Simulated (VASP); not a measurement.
# Ag (P6_3/mmc) in VASP: a series of runs, part 2 of 2

VASP 6.6.1. The steps go on from the part before.

## (4) Single point, PBEsol

INCAR reads:

```
ALGO = Fast ; EDIFF = 1E-7
ENCUT = 520 ; GGA = PS
ISIF = 2 ; ISMEAR = 0
LASPH = True ; LCHARG = False
LREAL = False ; LWAVE = False
NBANDS = 30 ; NELM = 100
PREC = Accurate ; SIGMA = 0.1
```

KPOINTS reads:

```
k-points
0
Gamma
  24 24 6
```

POSCAR reads:

```
Ag
1.0
    2.8674622168      0.0000000000      0.0000000000
   -1.4337311084      2.4832951242      0.0000000000
    0.0000000000      0.0000000000      9.3650804773
Ag
4
Direct
    0.0000000000      0.0000000000      0.0000000000
    0.0000000000      0.0000000000      0.5000000000
    0.3333333333      0.6666666667      0.2500000000
    0.6666666667      0.3333333333      0.7500000000
```

Potentials or basis: VASP PAW PBE potentials, release 64 (Ag).

Started as:

```
$ cat potpaw_PBE.64/Ag/POTCAR > POTCAR
$ mpirun -np 1 vasp_std > vasp.out
```

OUTCAR:

```text
EDIFF = 1E-7
   ENCUT = 520
   GGA = PS
   ISIF = 2
   ISMEAR = 0
   LASPH = True
   LREAL = False
   NELM = 100
   PREC = Accurate

 ion  position               nearest neighbor table
   1  0.000  0.000  0.000-   3 2.87   4 2.87   4 2.87   3 2.87   4 2.87   3 2.87
   2  0.000  0.000  0.500-   3 2.87   4 2.87   4 2.87   3 2.87   4 2.87   3 2.87
   3  0.333  0.667  0.250-   1 2.87   2 2.87   1 2.87   2 2.87   1 2.87   2 2.87
   4  0.667  0.333  0.750-   1 2.87   2 2.87   1 2.87   2 2.87   1 2.87   2 2.87

  LATTYP: Found a hexagonal cell.
 ALAT       =     2.8674622168
 C/A-ratio  =     3.2659821714

  Lattice vectors:

 A1 = (   2.8674622168,   0.0000000000,   0.0000000000)
 A2 = (  -1.4337311084,   2.4832951242,   0.0000000000)
 A3 = (   0.0000000000,   0.0000000000,   9.3650804773)

Analysis of symmetry for initial positions (statically):
=====================================================================
 Subroutine PRICEL returns:
 Original cell was already a primitive cell.

 Routine SETGRP: Setting up the symmetry group for a
 hexagonal supercell.

[... 172 lines left out ...]
  energy without entropy =      -13.22735121  energy(sigma->0) =      -13.22965940

 E-fermi :   8.5844     XC(G=0): -12.5464

 val. band max:        8.5807905862   @ k =   0.2500   0.2500   0.3333
 cond. band min:       8.5997988678   @ k =   0.3750   0.1250   0.3333
 fundamental gap:      0.0190082816
 Fermi energy:         8.5843868730

 k-point     1 :       0.0000    0.0000    0.0000
  band No.  band energies     occupation
      1       0.5489      2.00000
      2       1.9779      2.00000
      3       1.9826      2.00000
      4       2.0102      2.00000
      5       3.6780      2.00000
      6       3.6780      2.00000
[... 781 lines left out ...]
     29      17.7070      0.00000
     30      18.5256      0.00000

 [... further k-points ...]

------------------------ aborting loop because EDIFF is reached ----------------------------------------

  FORCE on cell =-STRESS in cart. coord.  units (eV):
  Direction    XX          YY          ZZ          XY          YZ          ZX
  --------------------------------------------------------------------------------------
  -------------------------------------------------------------------------------------
  Total       -0.1580004     -0.1580004     -0.0110972      0.0000000      0.0000000      0.0000000
  in kB       -3.7960450     -3.7960450     -0.2666156      0.0000000      0.0000000      0.0000000
  external PRESSURE =      -2.6195685 kB  Pullay stress =       0.0000000 kB

 VOLUME and BASIS-vectors are now :
 -----------------------------------------------------------------------------
  energy-cutoff  :      520.00
  volume of cell :       66.69
      direct lattice vectors                 reciprocal lattice vectors
     2.867462217  0.000000000  0.000000000     0.348740428  0.201345380  0.000000000
    -1.433731108  2.483295124  0.000000000     0.000000000  0.402690760  0.000000000
     0.000000000  0.000000000  9.365080477     0.000000000  0.000000000  0.106779648

 POSITION                                       TOTAL-FORCE (eV/Angst)
 -----------------------------------------------------------------------------------
      0.00000      0.00000      0.00000         0.000000      0.000000      0.000000
      0.00000      0.00000      4.68254         0.000000      0.000000      0.000000
     -0.00000      1.65553      2.34127         0.000000      0.000000     -0.000000
      1.43373      0.82777      7.02381        -0.000000      0.000000     -0.000000
 -----------------------------------------------------------------------------------
    total drift:                               -0.000000      0.000000      0.000000

  FREE ENERGIE OF THE ION-ELECTRON SYSTEM (eV)
  ---------------------------------------------------
  free  energy   TOTEN  =       -13.2319675972 eV

  energy  without entropy=      -13.2273512116  energy(sigma->0) =      -13.22965940
```

stdout:

```text
POSCAR found type information on POSCAR Ag
 POSCAR found :  1 types and       4 ions
 scaLAPACK will be used
 -----------------------------------------------------------------------------
|                                                                             |
|                                                                             |
|     You enforced a specific xc type in the INCAR file but a different       |
|     I HOPE YOU KNOW WHAT YOU ARE DOING!                                     |
|                                                                             |
 -----------------------------------------------------------------------------

 LDA part: xc-table for (Slater+PW92), standard interpolation
 POSCAR, INCAR and KPOINTS ok, starting setup
 FFT: planning ... GRIDC
 FFT: planning ... GRID_SOFT
 FFT: planning ... GRID
 WAVECAR not read
 entering main loop
```

It took 4.5 min on 1 thread of Intel Xeon Platinum 8488C (Sapphire Rapids), shared host; peak memory 0.45 GiB.

Results:

```
Free energy            : -13.2320 eV
Pressure               : -0.3 GPa
Band gap on the k mesh : zero (band 22 reaches 12.06 eV, above the bottom of band 23 at 5.48 eV)
```

Levels at points of the mesh, in eV from the Fermi level:
```tsv
k point	band 20	band 21	band 22	band 23	band 24	band 25
(0.00, 0.00, 0.00)	-3.44	-3.44	-3.03	-3.03	-0.56	3.67
(0.50, 0.00, 0.00)	-2.80	-0.33	0.60	0.99	1.52	4.38
(0.00, 0.00, 0.50)	-3.20	-3.20	-3.20	-2.61	-2.61	6.55
(0.50, 0.00, 0.50)	-2.84	0.15	0.15	1.35	1.35	4.79
```

Caveat: the PAW data sets were made with another functional, which shifts forces and pressure a little.

## (5) Single point, PBEsol (biaxial strain in the a-b plane: +1.0 %, then relaxed in part)

INCAR reads:

```
SYSTEM = Ag
  PREC = Accurate
  ENCUT = 520
  EDIFF = 1E-7
  ISMEAR = 0
  SIGMA = 0.1
  LREAL = .False.
  LASPH = .True.
  NELM = 60
  ALGO = Fast
  ISIF = 2
  LWAVE = .False.
  LCHARG = .False.
  GGA = PS
  NBANDS = 30
```

KPOINTS reads:

```
Automatic mesh
0
Gamma
  24 24 6
  0 0 0
```

POSCAR reads:

```
Ag
1.0
    2.8961368390      0.0000000000      0.0000000000
   -1.4480684195      2.5081280754      0.0000000000
    0.0000000000      0.0000000000      9.3009818604
Ag
4
Direct
    0.0000000000      0.0000000000      0.0000000000
    0.0000000000      0.0000000000      0.5000000000
    0.3333333333      0.6666666667      0.2500000000
    0.6666666667      0.3333333333      0.7500000000
```

Potentials or basis: VASP PAW PBE potentials, release 64 (Ag).

Started as:

```
$ cat potpaw_PBE.64/Ag/POTCAR > POTCAR
$ mpirun -np 1 vasp_std > vasp.out
```

OUTCAR:

```text
SYSTEM = Ag
   PREC = Accurate
   ENCUT = 520
   EDIFF = 1E-7
   ISMEAR = 0
   LREAL = .False.
   LASPH = .True.
   NELM = 60
   ISIF = 2
   GGA = PS

 ion  position               nearest neighbor table
   1  0.000  0.000  0.000-   3 2.86   4 2.86   3 2.86   4 2.86   4 2.86   3 2.86
   2  0.000  0.000  0.500-   3 2.86   4 2.86   3 2.86   4 2.86   4 2.86   3 2.86
   3  0.333  0.667  0.250-   1 2.86   2 2.86   1 2.86   2 2.86   1 2.86   2 2.86
   4  0.667  0.333  0.750-   1 2.86   2 2.86   1 2.86   2 2.86   1 2.86   2 2.86

  LATTYP: Found a hexagonal cell.
[... 996 lines left out ...]
  --------------------------------------------------------------------------------------
  -------------------------------------------------------------------------------------
  Total       -1.0130674     -1.0130674     -0.0914738     -0.0000000      0.0000000      0.0000000
  in kB      -24.0243326    -24.0243326     -2.1692515     -0.0000000      0.0000000      0.0000000
  external PRESSURE =     -16.7393056 kB  Pullay stress =       0.0000000 kB

 VOLUME and BASIS-vectors are now :
 -----------------------------------------------------------------------------
  energy-cutoff  :      520.00
  volume of cell :       67.56
      direct lattice vectors                 reciprocal lattice vectors
     2.896136839  0.000000000  0.000000000     0.345287552  0.199351861  0.000000000
    -1.448068419  2.508128075  0.000000000     0.000000000  0.398703722  0.000000000
     0.000000000  0.000000000  9.300981860     0.000000000  0.000000000  0.107515531

 POSITION                                       TOTAL-FORCE (eV/Angst)
 -----------------------------------------------------------------------------------
      0.00000      0.00000      0.00000         0.000000      0.000000      0.000000
      0.00000      0.00000      4.65049         0.000000      0.000000      0.000000
     -0.00000      1.67209      2.32525        -0.000000      0.000000      0.000000
      1.44807      0.83604      6.97574         0.000000      0.000000     -0.000000
 -----------------------------------------------------------------------------------
    total drift:                               -0.000000      0.000000      0.000000

  FREE ENERGIE OF THE ION-ELECTRON SYSTEM (eV)
  ---------------------------------------------------
  free  energy   TOTEN  =       -13.2211372142 eV

  energy  without entropy=      -13.2168872241  energy(sigma->0) =      -13.21901222
```

It took 5.5 min on 1 thread of Intel Xeon Platinum 8488C (Sapphire Rapids), shared host; peak memory 0.46 GiB.

What came out:

* Free energy: -13.2211 eV
* Pressure: -1.7 GPa
* Band gap on the k mesh: zero (band 22 reaches 11.73 eV, above the bottom of band 23 at 5.31 eV)

Stress tensor (GPa, compression positive):
```
-2.40  0.00  0.00
 0.00 -2.40  0.00
 0.00  0.00 -0.22
```

Levels at points of the mesh, in eV from the Fermi level:
```tsv
k point	band 18	band 19	band 20	band 21	band 22	band 23	band 24	band 25	band 26	band 27
(0.00, 0.00, 0.00)	-3.68	-3.68	-3.42	-3.42	-3.00	-3.00	-0.39	3.82	11.49	11.53
(0.50, 0.00, 0.00)	-2.86	-2.82	-2.79	-0.34	0.61	0.92	1.45	4.26	4.35	7.48
(0.00, 0.00, 0.50)	-3.84	-3.18	-3.18	-3.18	-3.18	-2.49	-2.49	6.75	6.75	15.38
(0.50, 0.00, 0.50)	-2.99	-2.86	-2.86	0.12	0.12	1.30	1.30	4.72	4.72	6.43
```

Caveat: the cell differs from its parent crystal (biaxial strain in the a-b plane: +1.0 %, then relaxed in part); the PAW data sets were made with another functional, which shifts forces and pressure a little.

## (6) Single point, PBEsol

INCAR reads:

```
ALGO = Fast
EDIFF = 1E-6
ENCUT = 520
GGA = PS
ISIF = 2
ISMEAR = 0
LASPH = True
LCHARG = False
LREAL = False
LWAVE = False
NBANDS = 30
NELM = 100
PREC = Accurate
SIGMA = 0.1
```

KPOINTS reads:

```
k-points
0
Gamma
  18 18 6
```

POSCAR reads:

```
Ag
1.0
    2.8674622165      0.0000000000      0.0000000000
   -1.4337311082      2.4832951239      0.0000000000
    0.0000000000      0.0000000000      9.3650804775
Ag
4
Direct
    0.0000000000      0.0000000000      0.0000000000
    0.0000000000      0.0000000000      0.5000000000
    0.3333333333      0.6666666667      0.2500000000
    0.6666666667      0.3333333333      0.7500000000
```

Potentials or basis: VASP PAW PBE potentials, release 64 (Ag).

Started as:

```
$ cat potpaw_PBE.64/Ag/POTCAR > POTCAR
$ mpirun -np 1 vasp_std > vasp.out
```

Wall time 3.2 min (1 thread of Intel Xeon Platinum 8488C (Sapphire Rapids), shared host); peak memory 0.34 GiB.

The run converged. Its results:

```yaml
Free_energy: -13.2283 eV
Pressure: -0.3 GPa
Band_gap_on_the_k_mesh: zero (band 22 reaches 12.06 eV, above the bottom of band 23 at 5.48 eV)
```

Levels at points of the mesh, in eV from the Fermi level:
```csv
k point,band 19,band 20,band 21,band 22,band 23,band 24,band 25,band 26
"(0.00, 0.00, 0.00)",-3.58,-3.36,-3.36,-2.94,-2.94,-0.47,3.75,11.31
"(0.50, 0.00, 0.00)",-2.74,-2.71,-0.24,0.69,1.07,1.60,4.47,4.54
"(0.00, 0.00, 0.50)",-3.11,-3.11,-3.11,-3.11,-2.53,-2.53,6.63,6.63
"(0.50, 0.00, 0.50)",-2.75,-2.75,0.23,0.23,1.44,1.44,4.87,4.87
```

Caveat: the PAW data sets were made with another functional, which shifts forces and pressure a little.

## (7) The runs side by side

| cell | k mesh | further INCAR settings | gap on the mesh (eV) | pressure (GPa) |
| --- | --- | --- | --- | --- |
| a = 2.867, b = 2.867, c = 9.365 Å, angles 90.0, 90.0, 120.0°, 4 atoms | 18 × 18 × 6 | ALGO = Fast; EDIFF = 1e-06; NBANDS = 30 | none | -0.3 |
| a = 2.839, b = 2.839, c = 9.449 Å, angles 90.0, 90.0, 120.0°, 4 atoms | 24 × 24 × 6 | ALGO = Fast; EDIFF = 1e-06; NBANDS = 30 | none | 1.1 |
| a = 2.867, b = 2.867, c = 9.365 Å, angles 90.0, 90.0, 120.0°, 4 atoms | 24 × 24 × 6 | ALGO = Fast; EDIFF = 1e-07; NBANDS = 30 | none | -0.3 |
| a = 2.896, b = 2.896, c = 9.301 Å, angles 90.0, 90.0, 120.0°, 4 atoms | 24 × 24 × 6 | ALGO = Fast; EDIFF = 1e-07; NBANDS = 30 | none | -1.7 |

Alike in all rows: task single point; level PBEsol; potentials or basis VASP PAW PBE potentials, release 64 (Ag); no spin polarisation; cutoff (eV) 520; smearing gaussian 0.1 eV.

Caveats: the PAW data sets were made with another functional, which shifts forces and pressure a little.

Total energies depend on the potentials used, so only differences within one code and one set of settings carry meaning.
